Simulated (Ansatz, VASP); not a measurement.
**One calculation of Sn, two programs**

```
CELL_PARAMETERS angstrom
-2.02919 2.02919 1.66076
2.02919 -2.02919 1.66076
2.02919 2.02919 -1.66076
ATOMIC_POSITIONS crystal
Sn 0.00000 0.00000 0.00000
```

Alike in both runs: task relaxation of cell and atoms; functional RPBE; dispersion D4; k mesh 10 × 10 × 10; occupations fermi-dirac, width 0.05 eV; no spin polarisation.

|  | VASP | Ansatz |
| --- | --- | --- |
| version | VASP 6.6.1 | Ansatz 0.2.0 |
| potentials or method | VASP PAW PBE potentials, release 64 (Sn_d) | Ansatz PAW |
| plane-wave cutoff (eV) | 600 | 420 |
| valence electrons in the cell | 14 | 14 |

VASP gave:

* gap on the k mesh at the Fermi level, each at its own relaxed structure (eV): none
* relaxed volume (Å³/atom): 26.32
* relaxed cell length with the largest relative difference (Å): 3.267

What did Ansatz give for the same quantities?

gap on the k mesh at the Fermi level, each at its own relaxed structure (eV): none; relaxed volume (Å³/atom): 26.28; relaxed cell length with the largest relative difference (Å): 3.266.

VASP's potentials were made for PBE, not for RPBE. A gap of «none» marks a metal or a gap that the smearing closes.

Noted on Ansatz's run: the plane-wave basis is chosen anew once the cell has moved, so the energies of steps on either side of that aren't comparable.
